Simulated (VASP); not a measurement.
# Hf (P-3m1) in VASP: notebook

The runs below take Hf through single point, relaxation of cell and atoms, with PBE.

Everything below comes from runs of VASP 6.6.1. Logs are shortened: lines on timing, memory, paths and dates and some standing lists are left out, and cuts for length are marked.

**1. The cell of the first run**

It takes space group P-3m1 (No. 164, trigonal). The conventional cell has a = 3.028 Å, b = 3.028 Å, c = 8.238 Å, α = 90.00°, β = 90.00°, γ = 120.00°. Within 3.8 Å of Hf (site symmetry -3m) lie 12 Hf at 2.88 to 3.03 Å. Within 3.8 Å of Hf (site symmetry 3m) lie 9 Hf at 2.88 to 3.03 Å.

**2. Single point, PBE**

Input file INCAR:

```
ALGO     = Normal         # electronic algorithm
EDIFF    = 1E-6           # SCF threshold, eV
ENCUT    = 520            # plane-wave cutoff, eV
GGA      = PE             # functional
ISIF     = 2              # what is computed and relaxed
ISMEAR   = 0              # smearing method
LASPH    = T              # aspherical terms in the spheres
LCHARG   = T              # write CHGCAR
LELF     = T              # ELF
LREAL    = F              # projectors in reciprocal space
LVHAR    = T            
LWAVE    = F              # write WAVECAR
NBANDS   = 22             # bands
NELM     = 100            # most SCF steps
PREC     = Accurate       # precision mode
SIGMA    = 0.1            # smearing width, eV
```

Input file KPOINTS:

```
k-points
0
Gamma
  6 6 2
```

Input file POSCAR:

```
Hf
1.0
    3.0276931800      0.0000000000      0.0000000000
   -1.5138465900      2.6220592000      0.0000000000
    0.0000000000      0.0000000000      8.2383103000
Hf
3
Direct
    0.0000000000      0.0000000000      0.0000000000
    0.6666666700      0.3333333300      0.7225812200
    0.3333333300      0.6666666700      0.2774187800
```

Potentials or basis: VASP PAW PBE potentials, release 64 (Hf_pv).

Command:

```bash
$ cat potpaw_PBE.64/Hf_pv/POTCAR > POTCAR
$ mpirun -np 1 vasp_std > vasp.out
```

OUTCAR:

```text
EDIFF = 1E-6
   ENCUT = 520
   GGA = PE
   ISIF = 2
   ISMEAR = 0
   LASPH = T
   LREAL = F
   NELM = 100
   PREC = Accurate

 ion  position               nearest neighbor table
   1  0.000  0.000  0.000-   2 2.88   3 2.88   3 2.88   2 2.88   2 2.88   3 2.88
   2  0.667  0.333  0.723-   1 2.88   1 2.88   1 2.88
   3  0.333  0.667  0.277-   1 2.88   1 2.88   1 2.88

  LATTYP: Found a hexagonal cell.
 ALAT       =     3.0276931800
 C/A-ratio  =     2.7209858497

  Lattice vectors:

 A1 = (   3.0276931800,   0.0000000000,   0.0000000000)
 A2 = (  -1.5138465900,   2.6220592000,   0.0000000000)
 A3 = (   0.0000000000,   0.0000000000,   8.2383103000)

Analysis of symmetry for initial positions (statically):
=====================================================================
 Subroutine PRICEL returns:
 Original cell was already a primitive cell.

 Routine SETGRP: Setting up the symmetry group for a
 hexagonal supercell.

 Subroutine GETGRP returns: Found 12 space group operations
 (whereof 12 operations were pure point group operations)
 out of a pool of 24 trial point group operations.

The static configuration has the point symmetry D_3d.

Analysis of symmetry for dynamics (positions and initial velocities):
=====================================================================
 Subroutine PRICEL returns:
 Original cell was already a primitive cell.

 Routine SETGRP: Setting up the symmetry group for a
 hexagonal supercell.

 Subroutine GETGRP returns: Found 12 space group operations
 (whereof 12 operations were pure point group operations)
 out of a pool of 24 trial point group operations.

The dynamic configuration has the point symmetry D_3d.

 Subroutine INISYM returns: Found 12 space group operations
 (whereof 12 operations are pure point group operations),
 and found     1 'primitive' translations

----------------------------------------------------------------------------------------

                                     Primitive cell

  volume of cell :      65.4022

  direct lattice vectors                    reciprocal lattice vectors
     3.027693180  0.000000000  0.000000000     0.330284458  0.190689821  0.000000000
    -1.513846590  2.622059200  0.000000000     0.000000000  0.381379642  0.000000000
     0.000000000  0.000000000  8.238310300     0.000000000  0.000000000  0.121384114

  length of vectors
     3.027693180  3.027693172  8.238310300     0.381379641  0.381379642  0.121384114

  position of ions in fractional coordinates (direct lattice)
     0.000000000  0.000000000  0.000000000
     0.666666670  0.333333330  0.722581220
     0.333333330  0.666666670  0.277418780

  ion indices of the primitive-cell ions
   primitive index   ion index
                 1           1
                 2           2
                 3           3

----------------------------------------------------------------------------------------

 KPOINTS: k-points

Automatic generation of k-mesh.
 Grid dimensions read from file:
 generate k-points for:    6    6    2

 Generating k-lattice:

  Cartesian coordinates                     Fractional coordinates (reciprocal lattice)
     0.055047410  0.031781637  0.000000000     0.166666667  0.000000000  0.000000000
     0.000000000  0.063563274  0.000000000     0.000000000  0.166666667  0.000000000
     0.000000000  0.000000000  0.060692057     0.000000000  0.000000000  0.500000000

  Length of vectors
     0.063563274  0.063563274  0.060692057

  Shift w.r.t. Gamma in fractional coordinates (k-lattice)
     0.000000000  0.000000000  0.000000000

 Subroutine IBZKPT returns following result:
 ===========================================

 Found     14 irreducible k-points:

 Following reciprocal coordinates:
            Coordinates               Weight
  0.000000  0.000000  0.000000      1.000000
  0.166667 -0.000000  0.000000      6.000000
  0.333333 -0.000000  0.000000      6.000000
  0.500000 -0.000000  0.000000      3.000000
  0.166667  0.166667  0.000000      6.000000
  0.333333  0.166667  0.000000     12.000000
  0.333333  0.333333  0.000000      2.000000
  0.000000  0.000000  0.500000      1.000000
  0.166667 -0.000000  0.500000      6.000000
  0.333333 -0.000000  0.500000      6.000000
  0.500000 -0.000000  0.500000      3.000000
  0.166667  0.166667  0.500000      6.000000
  0.333333  0.166667  0.500000     12.000000
  0.333333  0.333333  0.500000      2.000000
   k-points           NKPTS =     14   k-points in BZ     NKDIM =     14   number of bands    NBANDS=     22
   number of dos      NEDOS =    301   number of ions     NIONS =      3
   total plane-waves  NPLWV =  36864
   dimension x,y,z NGX =    24 NGY =   24 NGZ =   64
   dimension x,y,z NGXF=    48 NGYF=   48 NGZF=  128
   ions per type =               3
   NGX,Y,Z   is equivalent  to a cutoff of  13.18, 13.18, 12.91 a.u.
   NGXF,Y,Z  is equivalent  to a cutoff of  26.36, 26.36, 25.83 a.u.
 SYSTEM =  unknown system
   PREC   = accura    normal or accurate (medium, high low for compatibility)
   ISTART =      0    job   : 0-new  1-cont  2-samecut
   ICHARG =      2    charge: 1-file 2-atom 10-const
   ISPIN  =      1    spin polarized calculation?
   LNONCOLLINEAR =      F non collinear calculations
   LSORBIT =      F    spin-orbit coupling
   LASPH  =      T    aspherical Exc in radial PAW
   ENCUT  =  520.0 eV  38.22 Ry    6.18 a.u.   5.63  5.63 15.32*2*pi/ulx,y,z
   NELM   =    100;   NELMIN=  2; NELMDL= -5     # of ELM steps
   EDIFF  = 0.1E-05   stopping-criterion for ELM
   LREAL  =      F    real-space projection
   EDIFFG = 0.1E-04   stopping-criterion for IOM
   NSW    =      0    number of steps for IOM
   IBRION =     -1    ionic relax: 0-MD 1-quasi-New 2-CG
   NFREE  =      0    steps in history (QN), initial steepest desc. (CG)
   ISIF   =      2    stress and relaxation
   ISYM   =      2    0-nonsym 1-usesym 2-fastsym
   POTIM  = 0.5000    time-step for ionic-motion
   TEBEG  =    0.0;   TEEND  =   0.0 temperature during run
   PSTRESS=    0.0 pullay stress
   NELECT =      30.0000    total number of electrons
   NUPDOWN=      -1.0000    fix difference up-down
   EMIN   =  10.00;   EMAX   =-10.00  energy-range for DOS
   EFERMI =   0.00;   METHOD = LEGACY
   ISMEAR =     0;   SIGMA  =   0.10  broadening in eV -4-tet -1-fermi 0-gaus
   EFERMI_NEDOS =   21; number of points for ismear=-14 and -15
   IALGO  =     38    algorithm
   IMIX   =      4    mixing-type and parameters
     AMIX     =   0.40;   BMIX     =  1.00
     AMIX_MAG =   1.60;   BMIX_MAG =  1.00
  volume/ion in A,a.u.               =      21.80       147.12
  Fermi-wavevector in a.u.,A,eV,Ry     =   1.262557  2.385887 21.688378  1.594051
  Thomas-Fermi vector in A             =   2.395959
   LORBIT       =      0    0 simple, 1 ext, 2 COOP (PROOUT), +10 PAW based schemes
   GGA     = PE    functional components
   LHFCALC =     F    Hartree Fock is set to
   AEXX    =    0.0000 exact exchange contribution
   IVDW    =     0    specifies the selected vdW correction
   LEPSILON=     F    determine dielectric tensor
   LRPA    =     F    only Hartree local field effects (RPA)
 non-spin polarized calculation
 Gauss-broadening in eV      SIGMA  =   0.10
  energy-cutoff  :      520.00
  volume of cell :       65.40
 maximum number of plane-waves:      1782
 NGX is ok and might be reduce to    24
   NGX = 11   NGY = 11   NGZ = 31

 number of electron      30.0000001 magnetization

 Free energy of the ion-electron system (eV)
  ---------------------------------------------------
  ext. energy  EPLUGINS =         0.00000000
  ---------------------------------------------------
  free energy    TOTEN  =       -28.24288926 eV

  energy without entropy =      -28.22284051  energy(sigma->0) =      -28.23286489

 E-fermi :   4.9383     XC(G=0): -11.2426

 val. band max:        4.9143183908   @ k =   0.3333   0.3333   0.5000
 cond. band min:       4.9913313252   @ k =   0.5000  -0.0000   0.0000
 fundamental gap:      0.0770129344
 Fermi energy:         4.9382776360

 k-point     1 :       0.0000    0.0000    0.0000
  band No.  band energies     occupation
      1     -26.0670      2.00000
      2     -25.6805      2.00000
      3     -25.0630      2.00000
      4     -25.0630      2.00000
      5     -25.0462      2.00000
      6     -25.0462      2.00000
[... 14 lines left out ...]
     21       6.6033      0.00000
     22       9.5348      0.00000

 k-point     2 :       0.1667   -0.0000    0.0000
  band No.  band energies     occupation
      1     -25.9866      2.00000
      2     -25.6843      2.00000
      3     -25.3297      2.00000
      4     -25.3022      2.00000
      5     -25.1288      2.00000
      6     -25.1015      2.00000
[... 14 lines left out ...]
     21       7.4581      0.00000
     22       8.2862      0.00000

 k-point     3 :       0.3333   -0.0000    0.0000
  band No.  band energies     occupation
      1     -25.9577      2.00000
      2     -25.8077      2.00000
      3     -25.7619      2.00000
      4     -25.6023      2.00000
      5     -25.2558      2.00000
      6     -25.2113      2.00000
[... 14 lines left out ...]
     21       8.3444      0.00000
     22       9.7388      0.00000

 k-point     4 :       0.5000   -0.0000    0.0000
  band No.  band energies     occupation
      1     -26.1327      2.00000
      2     -25.9919      2.00000
      3     -25.8966      2.00000
      4     -25.5124      2.00000
      5     -25.3176      2.00000
      6     -25.2655      2.00000
[... 14 lines left out ...]
     21       9.5186      0.00000
     22      10.6908      0.00000

 k-point     5 :       0.1667    0.1667    0.0000
  band No.  band energies     occupation
      1     -25.9012      2.00000
      2     -25.7210      2.00000
      3     -25.6068      2.00000
      4     -25.6014      2.00000
      5     -25.2601      2.00000
      6     -25.2579      2.00000
[... 167 lines left out ...]
 k-point    12 :       0.1667    0.1667    0.5000
  band No.  band energies     occupation
      1     -25.9046      2.00000
      2     -25.7038      2.00000
      3     -25.6185      2.00000
      4     -25.6065      2.00000
      5     -25.2589      2.00000
      6     -25.2567      2.00000
[... 14 lines left out ...]
     21       8.0754      0.00000
     22       8.9760      0.00000

 k-point    13 :       0.3333    0.1667    0.5000
  band No.  band energies     occupation
      1     -26.0174      2.00000
      2     -25.8778      2.00000
      3     -25.8108      2.00000
      4     -25.5933      2.00000
      5     -25.4228      2.00000
      6     -25.4142      2.00000
[... 14 lines left out ...]
     21       9.0559      0.00000
     22       9.9324      0.00000

 k-point    14 :       0.3333    0.3333    0.5000
  band No.  band energies     occupation
      1     -25.8905      2.00000
      2     -25.7878      2.00000
      3     -25.7878      2.00000
      4     -25.7110      2.00000
      5     -25.6082      2.00000
      6     -25.6082      2.00000
[... 14 lines left out ...]
     21       8.3909      0.00000
     22      10.5295      0.00000

------------------------ aborting loop because EDIFF is reached ----------------------------------------

  FORCE on cell =-STRESS in cart. coord.  units (eV):
  Direction    XX          YY          ZZ          XY          YZ          ZX
  --------------------------------------------------------------------------------------
  -------------------------------------------------------------------------------------
  Total        6.3021342      6.3021342      5.5731002      0.0000000      0.0000000     -0.0000000
  in kB      154.3852236    154.3852226    136.5258628      0.0000000      0.0000000     -0.0000000
  external PRESSURE =     148.4321030 kB  Pullay stress =       0.0000000 kB

 VOLUME and BASIS-vectors are now :
 -----------------------------------------------------------------------------
  energy-cutoff  :      520.00
  volume of cell :       65.40
      direct lattice vectors                 reciprocal lattice vectors
     3.027693180  0.000000000  0.000000000     0.330284458  0.190689821  0.000000000
    -1.513846590  2.622059200  0.000000000     0.000000000  0.381379642  0.000000000
     0.000000000  0.000000000  8.238310300     0.000000000  0.000000000  0.121384114

 POSITION                                       TOTAL-FORCE (eV/Angst)
 -----------------------------------------------------------------------------------
      0.00000      0.00000      0.00000         0.000000      0.000000      0.000000
      1.51385      0.87402      5.95285         0.000000     -0.000000     -2.579016
     -0.00000      1.74804      2.28546        -0.000000      0.000000      2.579016
 -----------------------------------------------------------------------------------
    total drift:                               -0.000000      0.000000     -0.000000

  FREE ENERGIE OF THE ION-ELECTRON SYSTEM (eV)
  ---------------------------------------------------
  free  energy   TOTEN  =       -28.2428892581 eV

  energy  without entropy=      -28.2228405128  energy(sigma->0) =      -28.23286489
```

Run time: 13 s. Hardware: 1 thread of Intel Xeon 6975P-C (Granite Rapids), shared host; peak memory 0.18 GiB.

Results:

```
Free energy            : -28.2429 eV
Pressure               : 14.8 GPa
Largest force          : 2.579 eV/Å
Band gap on the k mesh : zero (bands 15 and 16 overlap by 1.32 eV)
```

Forces in eV/Å, atoms in the order of the input:
```
Hf   0.000  0.000  0.000
Hf   0.000  0.000 -2.579
Hf   0.000  0.000  2.579
```

Levels at points of the mesh, in eV from the Fermi level:
| k point | band 12 | band 13 | band 14 | band 15 | band 16 | band 17 | band 18 | band 19 |
| --- | --- | --- | --- | --- | --- | --- | --- | --- |
| (0.00, 0.00, 0.00) | -4.50 | -1.63 | 0.96 | 1.01 | 1.01 | 1.30 | 1.30 | 1.59 |
| (0.50, 0.00, 0.00) | -2.90 | -2.55 | -1.00 | 0.05 | 0.35 | 1.25 | 1.46 | 2.86 |
| (0.00, 0.00, 0.50) | -4.25 | -1.38 | 0.97 | 0.97 | 1.34 | 1.34 | 1.37 | 1.57 |
| (0.50, 0.00, 0.50) | -2.85 | -2.38 | -1.44 | 0.69 | 1.06 | 1.13 | 1.51 | 1.57 |

Caveat: the k points lie up to 0.40 Å⁻¹ apart, too coarse for converged energies and pressures of a metal; spin-orbit coupling is left out, which moves the levels of the heavy elements; forces of over 1 eV/Å act on the atoms, so gaps and moduli don't describe the material at rest.

**3. Relaxation of cell and atoms, PBE**

Input file INCAR:

```
SYSTEM = Hf
PREC     = Accurate       ! precision mode
ENCUT    = 600            ! plane-wave cutoff, eV
EDIFF    = 1E-6           ! SCF threshold, eV
ISMEAR   = 0              ! smearing method
SIGMA    = 0.1            ! smearing width, eV
LREAL    = .False.        ! projectors in reciprocal space
LASPH    = .True.         ! aspherical terms in the spheres
NELM     = 100            ! most SCF steps
ALGO     = Normal         ! electronic algorithm
ISIF     = 3              ! what is computed and relaxed
LWAVE    = .False.        ! write WAVECAR
LCHARG   = .False.        ! write CHGCAR
GGA      = PE             ! functional
IBRION   = 2              ! ionic algorithm
NSW      = 90             ! ionic steps
EDIFFG   = -0.04          ! ionic threshold
```

Input file KPOINTS:

```
regular mesh
0
Gamma
  6 6 2
  0 0 0
```

POSCAR is that of step 2.

Potentials or basis: VASP PAW PBE potentials, release 64 (Hf_pv).

Command:

```bash
$ cat potpaw_PBE.64/Hf_pv/POTCAR > POTCAR
$ mpirun -np 1 vasp_std > vasp.out
```

Run time: 1.8 min. Hardware: 1 thread of Intel Xeon 6975P-C (Granite Rapids), shared host; peak memory 0.2 GiB.

It converged, with:

```
Free energy                           : -29.5511 eV
Relaxed volume                        : 22.43 Å³/atom
Relaxed cell                          : a = 3.148 Å, b = 3.148 Å, c = 7.843 Å, α = 90.00°, β = 90.00°, γ = 120.00°
Space group after relaxing (to 0.1 Å) : Fm-3m (No. 225)
Energy gained by relaxing             : 435.9 meV/atom
Ionic steps                           : 12
Pressure after relaxing               : -0.2 GPa
Largest force after relaxing          : 0.021 eV/Å
Band gap on the k mesh                : zero (bands 15 and 16 overlap by 1.31 eV)
```

Forces on the atoms (eV/Å):
```
Hf   0.000  0.000  0.000
Hf   0.000  0.000 -0.021
Hf   0.000  0.000  0.021
```

Step by step:
```
step  energy change (eV)  largest force (eV/Å)  pressure (GPa)  volume (Å³)
   1              0.0000                2.5784           14.85        65.40
   2             -0.0338                0.1309          -13.29        86.45
   3             -0.5669                1.1254           -2.90        75.25
   4             -0.5679                1.1782           -2.28        74.79
   5             -0.7389                1.1627           -2.01        73.04
   6             -1.1662                0.7934            0.43        67.91
   7             -0.2685                3.3750           22.32        58.22
   8             -1.1908                0.7942            2.29        66.49
   9             -1.1527                0.2207            9.63        61.94
  10             -1.2368                0.4521            4.58        64.63
  11             -1.3076                0.0044           -0.37        67.41
  12             -1.3077                0.0215           -0.20        67.29
```

Final structure:
```xyz
3
Lattice="3.1475 0.0000 0.0000 -1.5738 2.7258 0.0000 0.0000 0.0000 7.8430" Properties=species:S:1:pos:R:3 pbc="T T T"
Hf    0.0000    0.0000    0.0000
Hf    1.5738    0.9086    5.2329
Hf    0.0000    1.8172    2.6101
```

Levels at points of the mesh, in eV from the Fermi level:
| k point | band 11 | band 12 | band 13 | band 14 | band 15 | band 16 | band 17 | band 18 | band 19 |
| --- | --- | --- | --- | --- | --- | --- | --- | --- | --- |
| (0.00, 0.00, 0.00) | -4.45 | -4.44 | -0.14 | -0.11 | 1.20 | 1.48 | 1.48 | 1.54 | 1.55 |
| (0.50, 0.00, 0.00) | -2.92 | -2.92 | -2.13 | -0.56 | -0.56 | 0.59 | 0.61 | 2.06 | 2.09 |
| (0.00, 0.00, 0.50) | -6.31 | -3.68 | 0.41 | 0.47 | 0.49 | 1.24 | 1.24 | 1.77 | 1.78 |
| (0.50, 0.00, 0.50) | -2.75 | -2.74 | -1.65 | -1.64 | 0.61 | 0.96 | 0.97 | 1.02 | 1.27 |

Caveat: the k points lie up to 0.40 Å⁻¹ apart in the final cell, too coarse for converged energies and pressures of a metal; spin-orbit coupling is left out, which moves the levels of the heavy elements.
